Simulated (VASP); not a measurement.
Input of a VASP 6.6.1 run:

Contents of INCAR:

```
ALGO = Normal ; EDIFF = 1E-6
ENCUT = 520 ; GGA = PS
ISIF = 2 ; ISMEAR = -1
LASPH = T ; LCHARG = T
LELF = T ; LREAL = F
LVHAR = T ; LWAVE = F
NBANDS = 19 ; NELM = 100
PREC = Accurate ; SIGMA = 0.08
```

The input KPOINTS:

```
k-points
0
Gamma
  15 15 8
```

The input POSCAR:

```
Hg
1.0
    3.1005411913      0.0000000000      0.0000000000
   -1.5502705957      2.6851474372      0.0000000000
    0.0000000000      0.0000000000      5.0080246921
Hg
2
Direct
    0.3333333333      0.6666666667      0.2500000000
    0.6666666667      0.3333333333      0.7500000000
```

Potentials or basis: VASP PAW PBE potentials, release 64 (Hg).

Command:

```console
$ cat potpaw_PBE.64/Hg/POTCAR > POTCAR
$ mpirun -np 1 vasp_std > vasp.out
```

(1) Predict the band gap on the k mesh.

(2) Predict the pressure.

Answers

(1) zero (band 12 reaches 4.07 eV, above the bottom of band 13 at 2.44 eV).

(2) 7.3 GPa.

Caveat: the PAW data sets were made with another functional, which shifts forces and pressure a little; spin-orbit coupling is left out, which moves the levels of the heavy elements.
